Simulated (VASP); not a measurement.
Runs of VASP 6.6.1 on AlGa3N4. The structure is that of space group R3m (No. 160), or close to it. The cells are those of the table. 

```tsv
cell	gap on the mesh (eV)	pressure (GPa)	largest force (eV/Å)
a = 4.487 Å, angles 91.7°, 8 atoms	2.14	-5.9	0.51
a = 4.574 Å, angles 96.5°, 8 atoms	1.34	-3.4	3.11
a = 4.632 Å, angles 82.7°, 8 atoms	0.66	-10.8	(a)
a = 4.544 Å, angles 91.7°, 8 atoms	1.89	-12.1	0.41
a = 4.577 Å, angles 82.7°, 8 atoms	(b)	-5.3	0.34
```

Alike in all rows: task single point; level LDA; potentials or basis VASP PAW LDA potentials, release 64 (Al, Ga_d, N); no spin polarisation; k mesh 6 × 6 × 6; cutoff (eV) 520; smearing gaussian 0.05 eV.

Question: Fill in the values left out.

Answer: (a) 0.22; (b) 0.82.

Caveats: forces of over 1 eV/Å act on the atoms, so gaps and moduli don't describe the material at rest (some runs).

A k mesh can miss the band edges, and the runs leave out spin-orbit coupling on Ga.
